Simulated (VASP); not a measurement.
# Ni (Pm-3m) in VASP: further runs, part 2 of 2

VASP 6.6.1. Earlier steps stand in the parts before.

**3. Density of states, LDA, collinear spin, ferromagnetic start**

This run uses another cell than the first one, of 11.56 Å³/atom, 2.326 times its volume.

File POSCAR:

```
Ni
1.0
    2.2610906190      0.0000000000      0.0000000000
    0.0000000000      2.2610906190      0.0000000000
    0.0000000000      0.0000000000      2.2610906190
Ni
1
Direct
    0.0000000000      0.0000000000      0.0000000000
```

File INCAR.step1:

```
SYSTEM = Ni
  PREC = Accurate
  ENCUT = 510
  EDIFF = 1E-6
  ISMEAR = -1
  SIGMA = 0.1
  LREAL = .FALSE.
  LASPH = .TRUE.
  NELM = 200
  ALGO = Normal
  ISIF = 2
  LWAVE = .FALSE.
  LCHARG = .TRUE.
  ISPIN = 2
  MAGMOM = 1
  LMAXMIX = 4
  NBANDS = 19
  GGA_COMPAT = .FALSE.
  NEDOS = 2001
  LORBIT = 11
```

File KPOINTS.step1:

```
Automatic mesh
0
G
  19 19 19
  0 0 0
```

File INCAR.step2:

```
SYSTEM = Ni
  PREC = Accurate
  ENCUT = 510
  EDIFF = 1E-6
  ISMEAR = -5
  SIGMA = 0.1
  LREAL = .FALSE.
  LASPH = .TRUE.
  NELM = 200
  ALGO = Normal
  ISIF = 2
  LWAVE = .FALSE.
  LCHARG = .FALSE.
  ISPIN = 2
  MAGMOM = 1
  LORBIT = 11
  LMAXMIX = 4
  NEDOS = 2001
  ICHARG = 11
  GGA_COMPAT = .FALSE.
```

File KPOINTS.step2:

```
Automatic mesh
0
G
  29 29 29
  0 0 0
```

Potentials or basis: VASP PAW LDA potentials, release 64 (Ni_sv_GW).

Launch:

```bash
> cat potpaw_LDA.64/Ni_sv_GW/POTCAR > POTCAR
> cp INCAR.step1 INCAR
> cp KPOINTS.step1 KPOINTS
> mpirun -np 1 vasp_std > vasp.out
> cp INCAR.step2 INCAR
> cp KPOINTS.step2 KPOINTS
> mpirun -np 1 vasp_std > vasp.out
```

OUTCAR:

```text
SYSTEM = Ni
   PREC = Accurate
   ENCUT = 510
   EDIFF = 1E-6
   ISMEAR = -5
   LREAL = .FALSE.
   LASPH = .TRUE.
   NELM = 200
   ISIF = 2
   ISPIN = 2
   LORBIT = 11
   ICHARG = 11

 ion  position               nearest neighbor table
   1  0.000  0.000  0.000-

  LATTYP: Found a simple cubic cell.
 ALAT       =     2.2610906190

  Lattice vectors:

 A1 = (   2.2610906190,   0.0000000000,   0.0000000000)
 A2 = (   0.0000000000,   2.2610906190,   0.0000000000)
 A3 = (   0.0000000000,   0.0000000000,   2.2610906190)

Analysis of symmetry for initial positions (statically):
=====================================================================
 Subroutine PRICEL returns:
 Original cell was already a primitive cell.

 Routine SETGRP: Setting up the symmetry group for a
 simple cubic supercell.

 Subroutine GETGRP returns: Found 48 space group operations
 (whereof 48 operations were pure point group operations)
 out of a pool of 48 trial point group operations.

The static configuration has the point symmetry O_h .

Analysis of symmetry for dynamics (positions and initial velocities):
=====================================================================
 Subroutine PRICEL returns:
 Original cell was already a primitive cell.

 Routine SETGRP: Setting up the symmetry group for a
 simple cubic supercell.

 Subroutine GETGRP returns: Found 48 space group operations
 (whereof 48 operations were pure point group operations)
 out of a pool of 48 trial point group operations.

The dynamic configuration has the point symmetry O_h .

Analysis of structural, dynamic, and magnetic symmetry:
=====================================================================
 Subroutine PRICEL returns:
 Original cell was already a primitive cell.

 Routine SETGRP: Setting up the symmetry group for a
 simple cubic supercell.

 Subroutine GETGRP returns: Found 48 space group operations
 (whereof 48 operations were pure point group operations)
 out of a pool of 48 trial point group operations.

The overall configuration has the point symmetry O_h .

 Subroutine INISYM returns: Found 48 space group operations
 (whereof 48 operations are pure point group operations),
 and found     1 'primitive' translations

----------------------------------------------------------------------------------------

                                     Primitive cell

  volume of cell :      11.5599

  direct lattice vectors                    reciprocal lattice vectors
     2.261090619  0.000000000  0.000000000     0.442264450  0.000000000  0.000000000
     0.000000000  2.261090619  0.000000000     0.000000000  0.442264450  0.000000000
     0.000000000  0.000000000  2.261090619     0.000000000  0.000000000  0.442264450

  length of vectors
     2.261090619  2.261090619  2.261090619     0.442264450  0.442264450  0.442264450

  position of ions in fractional coordinates (direct lattice)
     0.000000000  0.000000000  0.000000000

  ion indices of the primitive-cell ions
   primitive index   ion index
                 1           1

----------------------------------------------------------------------------------------

 KPOINTS: Automatic mesh

Automatic generation of k-mesh.
 Grid dimensions read from file:
 generate k-points for:   29   29   29

 Generating k-lattice:

  Cartesian coordinates                     Fractional coordinates (reciprocal lattice)
     0.015250498  0.000000000  0.000000000     0.034482759  0.000000000  0.000000000
[... 70 lines left out ...]
   TEBEG  =    0.0;   TEEND  =   0.0 temperature during run
   PSTRESS=    0.0 pullay stress
   NELECT =      18.0000    total number of electrons
   NUPDOWN=      -1.0000    fix difference up-down
   EMIN   =  10.00;   EMAX   =-10.00  energy-range for DOS
   EFERMI =   0.00;   METHOD = LEGACY
   ISMEAR =    -5;   SIGMA  =   0.10  broadening in eV -4-tet -1-fermi 0-gaus
   EFERMI_NEDOS =   21; number of points for ismear=-14 and -15
   IALGO  =     38    algorithm
   IMIX   =      4    mixing-type and parameters
     AMIX     =   0.40;   BMIX     =  1.00
     AMIX_MAG =   1.60;   BMIX_MAG =  1.00
  volume/ion in A,a.u.               =      11.56        78.01
  Fermi-wavevector in a.u.,A,eV,Ry     =   1.897497  3.585749 48.987692  3.600494
  Thomas-Fermi vector in A             =   2.937274
   LORBIT       =     11    0 simple, 1 ext, 2 COOP (PROOUT), +10 PAW based schemes
   GGA     = CA    functional components
   LHFCALC =     F    Hartree Fock is set to
   AEXX    =    0.0000 exact exchange contribution
   IVDW    =     0    specifies the selected vdW correction
   LEPSILON=     F    determine dielectric tensor
   LRPA    =     F    only Hartree local field effects (RPA)
 spin polarized calculation
 Fermi weights with tetrahedron method with Bloechl corrections
  energy-cutoff  :      510.00
  volume of cell :       11.56
 maximum number of plane-waves:       312
 NGX is ok and might be reduce to    18

 number of electron      17.9999963 magnetization       0.3652931

 Free energy of the ion-electron system (eV)
  ---------------------------------------------------
  ext. energy  EPLUGINS =         0.00000000
  ---------------------------------------------------
  free energy    TOTEN  =        -6.67011245 eV

  energy without entropy =       -6.67011245  energy(sigma->0) =       -6.67011245

 E-fermi :   6.6857     XC(G=0): -13.8165

 val. band max:        6.7002587777   @ k =   0.1379   0.1379   0.0345
 cond. band min:       6.6694321565   @ k =   0.2759   0.2759   0.1724
 fundamental gap:     -0.0308266211
 Fermi energy:         6.6856893851

 spin component 1

 k-point     1 :       0.0000    0.0000    0.0000
  band No.  band energies     occupation
      1     -95.5101      1.00000
      2     -56.3377      1.00000
      3     -56.3377      1.00000
      4     -56.3377      1.00000
      5      -1.8678      1.00000
      6       2.7664      1.00000
      7       2.7664      1.00000
      8       6.5515      1.00000
      9       6.5515      1.00000
     10       6.5515      1.00000
     11      27.0608      0.00000
     12      27.0608      0.00000
     13      27.0608      0.00000
     14      30.9890      0.00000
[... 379 lines left out ...]
      3     -56.3220      1.00000
      4     -56.3180      1.00000
      5       0.8180      1.00000
      6       3.1146      1.00000
      7       4.0601      1.00000
      8       5.7006      1.00000
      9       5.7040      1.00000
     10       6.6109      1.00000
     11      15.1705      0.00000
     12      29.7391      0.00000
     13      30.8631      0.00000
     14      32.1405      0.00000

 [... further k-points ...]

 spin component 2

 k-point     1 :       0.0000    0.0000    0.0000
  band No.  band energies     occupation
      1     -95.0897      1.00000
      2     -55.9287      1.00000
      3     -55.9287      1.00000
      4     -55.9287      1.00000
      5      -1.8224      1.00000
      6       3.0391      1.00000
      7       3.0391      1.00000
      8       6.9604      0.00000
      9       6.9604      0.00000
     10       6.9604      0.00000
     11      27.1239      0.00000
     12      27.1239      0.00000
     13      27.1239      0.00000
     14      31.1018      0.00000
[... 379 lines left out ...]
      3     -55.9128      1.00000
      4     -55.9087      1.00000
      5       0.8880      1.00000
      6       3.3964      1.00000
      7       4.2927      1.00000
      8       6.0851      1.00000
      9       6.0909      1.00000
     10       7.0212      0.00000
     11      15.3013      0.00000
     12      29.8181      0.00000
     13      30.9449      0.00000
     14      32.1984      0.00000

 [... further k-points ...]
[... 5 lines left out ...]
  --------------------------------------------------------------------------------------
  -------------------------------------------------------------------------------------
  Total        0.3237189      0.3237189      0.3237189      0.0000000      0.0000000     -0.0000000
  in kB       44.8667577     44.8667577     44.8667577      0.0000000      0.0000000     -0.0000000
  external PRESSURE =      44.8667577 kB  Pullay stress =       0.0000000 kB

 VOLUME and BASIS-vectors are now :
 -----------------------------------------------------------------------------
  energy-cutoff  :      510.00
  volume of cell :       11.56
      direct lattice vectors                 reciprocal lattice vectors
     2.261090619  0.000000000  0.000000000     0.442264450  0.000000000  0.000000000
     0.000000000  2.261090619  0.000000000     0.000000000  0.442264450  0.000000000
     0.000000000  0.000000000  2.261090619     0.000000000  0.000000000  0.442264450

 POSITION                                       TOTAL-FORCE (eV/Angst)
 -----------------------------------------------------------------------------------
      0.00000      0.00000      0.00000         0.000000      0.000000      0.000000
 -----------------------------------------------------------------------------------
    total drift:                               -0.000000      0.000000     -0.000000

  FREE ENERGIE OF THE ION-ELECTRON SYSTEM (eV)
  ---------------------------------------------------
  free  energy   TOTEN  =        -6.6701124538 eV

  energy  without entropy=       -6.6701124538  energy(sigma->0) =       -6.67011245

 total charge

# of ion       s       p       d       f       tot
--------------------------------------------------
    1        2.273   6.281   7.888   0.005  16.447

 magnetization (x)

# of ion       s       p       d       f       tot
--------------------------------------------------
    1        0.001   0.000   0.400   0.000   0.401
```

Run time: 1.9 min. Hardware: 1 thread of Intel Xeon 6975P-C (Granite Rapids), shared host; peak memory 0.36 GiB.

What came out:

```
Net moment                                            : 0.37 μB per cell
Site moments                                          : Ni +0.40 μB
Valence electrons inside the program's atomic spheres : Ni 16.45
```

Levels at points of the mesh, in eV from the Fermi level:
Spin up:
| k point | band 7 | band 8 | band 9 | band 10 | band 11 | band 12 |
| --- | --- | --- | --- | --- | --- | --- |
| (0.00, 0.00, 0.00) | -3.92 | -0.13 | -0.13 | -0.13 | 20.38 | 20.38 |
Spin down:
```tsv
k point	band 6	band 7	band 8	band 9	band 10	band 11	band 12	band 13
(0.00, 0.00, 0.00)	-3.65	-3.65	0.27	0.27	0.27	20.44	20.44	20.44
```

Caveat: tetrahedron occupations give inexact forces and stress in metals.
